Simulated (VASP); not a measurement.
# BN (zincblende type) (F-43m) in VASP: single point with PBE

Aim: the single point of BN (zincblende type) with PBE.

All numbers are computed with VASP 6.6.1; they aren't measurements. Logs are shortened: lines on timing, memory, paths and dates and some standing lists are left out, and cuts for length are marked.

### Step 1. The cell of the first run

Symmetry: F-43m, No. 216, cubic system. The conventional cell has a = 3.625 Å, b = 3.625 Å, c = 3.625 Å, α = 90.00°, β = 90.00°, γ = 90.00°. B (site symmetry -43m) has 4 N at 1.57 Å within 2.1 Å. Within 2.1 Å of N (site symmetry -43m) lie 4 B at 1.57 Å.

### Step 2. Single point, PBE

The input, INCAR:

```
SYSTEM = BN
PREC = Accurate ; ENCUT = 520
EDIFF = 1E-6 ; ISMEAR = -1
SIGMA = 0.02 ; LREAL = .False.
LASPH = .True. ; NELM = 80
ALGO = Normal ; ISIF = 2
LWAVE = .False. ; LCHARG = .True.
GGA = PE ; LELF = .True.
LVHAR = .True. ; NBANDS = 16
```

The input, KPOINTS:

```
regular mesh
0
Gamma
  12 8 12
  0 0 0
```

The input, POSCAR:

```
BN
1.0
   -1.8123558154      1.8123558154      0.0000000000
    0.0000000000      0.0000000000      3.6247116308
    1.8123558154      1.8123558154      0.0000000000
B N
2 2
Direct
    0.0000000000      0.0000000000      0.0000000000
    0.5000000000      0.5000000000      0.5000000000
    0.0000000000      0.2500000000      0.5000000000
    0.5000000000      0.7500000000      0.0000000000
```

Potentials or basis: VASP PAW PBE potentials, release 64 (B, N).

The run is started by

```console
> cat potpaw_PBE.64/B/POTCAR potpaw_PBE.64/N/POTCAR > POTCAR
> mpirun -np 1 vasp_std > vasp.out
```

OUTCAR:

```text
SYSTEM = BN
   PREC = Accurate
   ENCUT = 520
   EDIFF = 1E-6
   ISMEAR = -1
   LREAL = .False.
   LASPH = .True.
   NELM = 80
   ISIF = 2
   GGA = PE

 ion  position               nearest neighbor table
   1  0.000  0.000  0.000-   3 1.57   4 1.57   3 1.57   4 1.57
   2  0.500  0.500  0.500-   3 1.57   4 1.57   4 1.57   3 1.57
   3  0.000  0.250  0.500-   1 1.57   2 1.57   1 1.57   2 1.57
   4  0.500  0.750  0.000-   1 1.57   2 1.57   2 1.57   1 1.57

  LATTYP: Found a simple tetragonal cell.
 ALAT       =     2.5630581740
 C/A-ratio  =     1.4142135624

  Lattice vectors:

 A1 = (   1.8123558154,  -1.8123558154,   0.0000000000)
 A2 = (   1.8123558154,   1.8123558154,   0.0000000000)
 A3 = (   0.0000000000,   0.0000000000,   3.6247116308)

Analysis of symmetry for initial positions (statically):
=====================================================================
 Subroutine PRICEL returns following result:

  LATTYP: Found a face centered cubic cell.
 ALAT       =     3.6247116308

  Lattice vectors:

 A1 = (   1.8123558154,   0.0000000000,   1.8123558154)
 A2 = (   1.8123558154,   1.8123558154,   0.0000000000)
 A3 = (   0.0000000000,   1.8123558154,   1.8123558154)

   2 primitive cells build up your supercell.

 Routine SETGRP: Setting up the symmetry group for a
 simple tetragonal supercell.

 Subroutine GETGRP returns: Found  8 space group operations
 (whereof  8 operations were pure point group operations)
 out of a pool of 16 trial point group operations.

The static configuration has the point symmetry D_2d.

Analysis of symmetry for dynamics (positions and initial velocities):
=====================================================================
 Subroutine PRICEL returns following result:

  LATTYP: Found a face centered cubic cell.
 ALAT       =     3.6247116308

  Lattice vectors:

 A1 = (   1.8123558154,   0.0000000000,   1.8123558154)
 A2 = (   1.8123558154,   1.8123558154,   0.0000000000)
 A3 = (   0.0000000000,   1.8123558154,   1.8123558154)

   2 primitive cells build up your supercell.

 Routine SETGRP: Setting up the symmetry group for a
 simple tetragonal supercell.

 Subroutine GETGRP returns: Found  8 space group operations
 (whereof  8 operations were pure point group operations)
 out of a pool of 16 trial point group operations.

The dynamic configuration has the point symmetry D_2d.

 Subroutine INISYM returns: Found  8 space group operations
 (whereof  8 operations are pure point group operations),
 and found     2 'primitive' translations

----------------------------------------------------------------------------------------

                                     Primitive cell

  volume of cell :      11.9058

  direct lattice vectors                    reciprocal lattice vectors
     1.812355815  0.000000000  1.812355815     0.275884016 -0.275884016  0.275884016
     1.812355815  1.812355815  0.000000000     0.275884016  0.275884016 -0.275884016
     0.000000000  1.812355815  1.812355815    -0.275884016  0.275884016  0.275884016

  length of vectors
     2.563058174  2.563058174  2.563058174     0.477845132  0.477845132  0.477845132

  position of ions in fractional coordinates (direct lattice)
     0.000000000  0.000000000  0.000000000
     0.250000000  0.250000000  0.250000000

  ion indices of the primitive-cell ions
   primitive index   ion index
                 1           1
                 2           3

----------------------------------------------------------------------------------------

 KPOINTS: regular mesh

Automatic generation of k-mesh.
 Grid dimensions read from file:
 generate k-points for:   12    8   12

 Generating k-lattice:

  Cartesian coordinates                     Fractional coordinates (reciprocal lattice)
    -0.022990335  0.022990335  0.000000000     0.083333333  0.000000000  0.000000000
     0.000000000  0.000000000  0.034485502     0.000000000  0.125000000  0.000000000
     0.022990335  0.022990335  0.000000000     0.000000000  0.000000000  0.083333333

  Length of vectors
     0.032513243  0.034485502  0.032513243

  Shift w.r.t. Gamma in fractional coordinates (k-lattice)
     0.000000000  0.000000000  0.000000000

 Subroutine IBZKPT returns following result:
 ===========================================

 Found    140 irreducible k-points:

 Following reciprocal coordinates:
            Coordinates               Weight
  0.000000  0.000000  0.000000      1.000000
  0.083333  0.000000  0.000000      4.000000
  0.166667  0.000000  0.000000      4.000000
  0.250000  0.000000  0.000000      4.000000
  0.333333  0.000000  0.000000      4.000000
  0.416667  0.000000  0.000000      4.000000
[... 16 lines left out ...]
  0.083333  0.375000  0.000000      8.000000
  0.166667  0.375000  0.000000      8.000000
 [... further k-points ...]
   k-points           NKPTS =    140   k-points in BZ     NKDIM =    140   number of bands    NBANDS=     16
   number of dos      NEDOS =    301   number of ions     NIONS =      4
   total plane-waves  NPLWV =  11200
   dimension x,y,z NGX =    20 NGY =   28 NGZ =   20
   dimension x,y,z NGXF=    40 NGYF=   56 NGZF=   40
   ions per type =               2   2
   NGX,Y,Z   is equivalent  to a cutoff of  12.97, 12.84, 12.97 a.u.
   NGXF,Y,Z  is equivalent  to a cutoff of  25.94, 25.68, 25.94 a.u.
 SYSTEM =  BN
   PREC   = accura    normal or accurate (medium, high low for compatibility)
   ISTART =      0    job   : 0-new  1-cont  2-samecut
   ICHARG =      2    charge: 1-file 2-atom 10-const
   ISPIN  =      1    spin polarized calculation?
   LNONCOLLINEAR =      F non collinear calculations
   LSORBIT =      F    spin-orbit coupling
   LASPH  =      T    aspherical Exc in radial PAW
   ENCUT  =  520.0 eV  38.22 Ry    6.18 a.u.   4.77  6.74  4.77*2*pi/ulx,y,z
   NELM   =     80;   NELMIN=  2; NELMDL= -5     # of ELM steps
   EDIFF  = 0.1E-05   stopping-criterion for ELM
   LREAL  =      F    real-space projection
   EDIFFG = 0.1E-04   stopping-criterion for IOM
   NSW    =      0    number of steps for IOM
   IBRION =     -1    ionic relax: 0-MD 1-quasi-New 2-CG
   NFREE  =      0    steps in history (QN), initial steepest desc. (CG)
   ISIF   =      2    stress and relaxation
   ISYM   =      2    0-nonsym 1-usesym 2-fastsym
   POTIM  = 0.5000    time-step for ionic-motion
   TEBEG  =    0.0;   TEEND  =   0.0 temperature during run
   PSTRESS=    0.0 pullay stress
   NELECT =      16.0000    total number of electrons
   NUPDOWN=      -1.0000    fix difference up-down
   EMIN   =  10.00;   EMAX   =-10.00  energy-range for DOS
   EFERMI =   0.00;   METHOD = LEGACY
   ISMEAR =    -1;   SIGMA  =   0.02  broadening in eV -4-tet -1-fermi 0-gaus
   EFERMI_NEDOS =   21; number of points for ismear=-14 and -15
   IALGO  =     38    algorithm
   IMIX   =      4    mixing-type and parameters
     AMIX     =   0.40;   BMIX     =  1.00
     AMIX_MAG =   1.60;   BMIX_MAG =  1.00
  volume/ion in A,a.u.               =       5.95        40.17
  Fermi-wavevector in a.u.,A,eV,Ry     =   1.433897  2.709673 27.974412  2.056061
  Thomas-Fermi vector in A             =   2.553365
   LORBIT       =      0    0 simple, 1 ext, 2 COOP (PROOUT), +10 PAW based schemes
   GGA     = PE    functional components
   LHFCALC =     F    Hartree Fock is set to
   AEXX    =    0.0000 exact exchange contribution
   IVDW    =     0    specifies the selected vdW correction
   LEPSILON=     F    determine dielectric tensor
   LRPA    =     F    only Hartree local field effects (RPA)
 non-spin polarized calculation
  energy-cutoff  :      520.00
  volume of cell :       23.81
 maximum number of plane-waves:       664
 NGX is ok and might be reduce to    20
   NGX =  9   NGY = 13   NGZ =  9

 number of electron      16.0000000 magnetization

 Free energy of the ion-electron system (eV)
  ---------------------------------------------------
  ext. energy  EPLUGINS =         0.00000000
  ---------------------------------------------------
  free energy    TOTEN  =       -34.90201248 eV

  energy without entropy =      -34.90201248  energy(sigma->0) =      -34.90201248

 E-fermi :   7.6704     XC(G=0): -12.7823

 val. band max:        7.3040671672   @ k =   0.0000   0.0000   0.0000
 cond. band min:      11.7548933908   @ k =   0.5000   0.0000   0.5000
 fundamental gap:      4.4508262236
 Fermi energy:         7.6704050339

 k-point     1 :       0.0000    0.0000    0.0000
  band No.  band energies     occupation
      1     -12.8353      2.00000
      2      -7.3008      2.00000
      3      -1.5590      2.00000
      4       2.4397      2.00000
      5       2.4397      2.00000
      6       7.3041      2.00000
[... 8 lines left out ...]
     15      25.0987      0.00000
     16      25.0987      0.00000

 k-point     2 :       0.0833    0.0000    0.0000
  band No.  band energies     occupation
      1     -12.7233      2.00000
      2      -7.2651      2.00000
      3      -1.4650      2.00000
      4       1.9234      2.00000
      5       2.5346      2.00000
      6       6.7669      2.00000
[... 8 lines left out ...]
     15      24.8313      0.00000
     16      24.9272      0.00000

 k-point     3 :       0.1667    0.0000    0.0000
  band No.  band energies     occupation
      1     -12.3896      2.00000
      2      -7.1958      2.00000
      3      -1.1868      2.00000
      4       0.7785      2.00000
      5       2.8137      2.00000
      6       5.4735      2.00000
[... 8 lines left out ...]
     15      24.0900      0.00000
     16      24.4729      0.00000

 k-point     4 :       0.2500    0.0000    0.0000
  band No.  band energies     occupation
      1     -11.8430      2.00000
      2      -7.2189      2.00000
      3      -0.7787      2.00000
      4      -0.2945      2.00000
      5       3.2603      2.00000
      6       3.8999      2.00000
[... 8 lines left out ...]
     15      23.0243      0.00000
     16      23.8631      0.00000

 k-point     5 :       0.3333    0.0000    0.0000
  band No.  band energies     occupation
      1     -11.1015      2.00000
      2      -7.5367      2.00000
      3      -1.0411      2.00000
      4      -0.0177      2.00000
      5       2.3272      2.00000
      6       3.8443      2.00000
[... 8 lines left out ...]
     15      21.8015      0.00000
     16      23.2366      0.00000

 k-point     6 :       0.4167    0.0000    0.0000
  band No.  band energies     occupation
      1     -10.1995      2.00000
      2      -8.2480      2.00000
      3      -0.9405      2.00000
      4       0.7854      2.00000
      5       0.9110      2.00000
      6       2.8386      2.00000
[... 8 lines left out ...]
     15      21.2183      0.00000
     16      22.4824      0.00000
[... 267 lines left out ...]
 k-point    21 :       0.5000    0.2500    0.0000
  band No.  band energies     occupation
      1      -8.9562      2.00000
      2      -8.9562      2.00000
      3      -2.1593      2.00000
      4      -2.1593      2.00000
      5       3.9455      2.00000
      6       3.9455      2.00000
[... 8 lines left out ...]
     15      22.5181      0.00000
     16      22.5181      0.00000

 k-point    22 :       0.0000    0.3750    0.0000
  band No.  band energies     occupation
      1     -11.7192      2.00000
      2      -9.8716      2.00000
      3       1.7872      2.00000
      4       3.5276      2.00000
      5       3.5276      2.00000
      6       4.7905      2.00000
[... 8 lines left out ...]
     15      22.2532      0.00000
     16      22.2532      0.00000

 k-point    23 :       0.0833    0.3750    0.0000
  band No.  band energies     occupation
      1     -11.6126      2.00000
      2      -9.7800      2.00000
      3       1.4186      2.00000
      4       3.4534      2.00000
      5       3.6054      2.00000
      6       3.8311      2.00000
[... 8 lines left out ...]
     15      21.9080      0.00000
     16      22.0275      0.00000

 k-point    24 :       0.1667    0.3750    0.0000
  band No.  band energies     occupation
      1     -11.2974      2.00000
      2      -9.5171      2.00000
      3       0.3545      2.00000
      4       2.3223      2.00000
      5       3.4809      2.00000
      6       3.8300      2.00000
[... 8 lines left out ...]
     15      21.1163      0.00000
     16      21.4001      0.00000

 [... further k-points ...]
[... 5 lines left out ...]
  --------------------------------------------------------------------------------------
  -------------------------------------------------------------------------------------
  Total        0.0361345      0.0361345      0.0362463      0.0000000      0.0000000      0.0000000
  in kB        2.4313220      2.4313220      2.4388431      0.0000000      0.0000000      0.0000000
  external PRESSURE =       2.4338290 kB  Pullay stress =       0.0000000 kB

 VOLUME and BASIS-vectors are now :
 -----------------------------------------------------------------------------
  energy-cutoff  :      520.00
  volume of cell :       23.81
      direct lattice vectors                 reciprocal lattice vectors
    -1.812355815  1.812355815  0.000000000    -0.275884016  0.275884016  0.000000000
     0.000000000  0.000000000  3.624711631     0.000000000  0.000000000  0.275884016
     1.812355815  1.812355815  0.000000000     0.275884016  0.275884016  0.000000000

 POSITION                                       TOTAL-FORCE (eV/Angst)
 -----------------------------------------------------------------------------------
      0.00000      0.00000      0.00000         0.000000     -0.000000      0.000000
      0.00000      1.81236      1.81236         0.000000     -0.000000      0.000000
      0.90618      0.90618      0.90618         0.000000      0.000000      0.000000
     -0.90618      0.90618      2.71853        -0.000000      0.000000      0.000000
 -----------------------------------------------------------------------------------
    total drift:                               -0.000000     -0.000000     -0.000000

  FREE ENERGIE OF THE ION-ELECTRON SYSTEM (eV)
  ---------------------------------------------------
  free  energy   TOTEN  =       -34.9020124792 eV

  energy  without entropy=      -34.9020124792  energy(sigma->0) =      -34.90201248
```

Run time: 82 s. Hardware: 1 thread of AMD EPYC 7R13 (Zen 3), shared host; peak memory 0.12 GiB.

Results:

| Item | Value |
| --- | --- |
| Free energy | -34.9020 eV |
| Pressure | 0.2 GPa |
| Band gap on the k mesh | 4.45 eV |
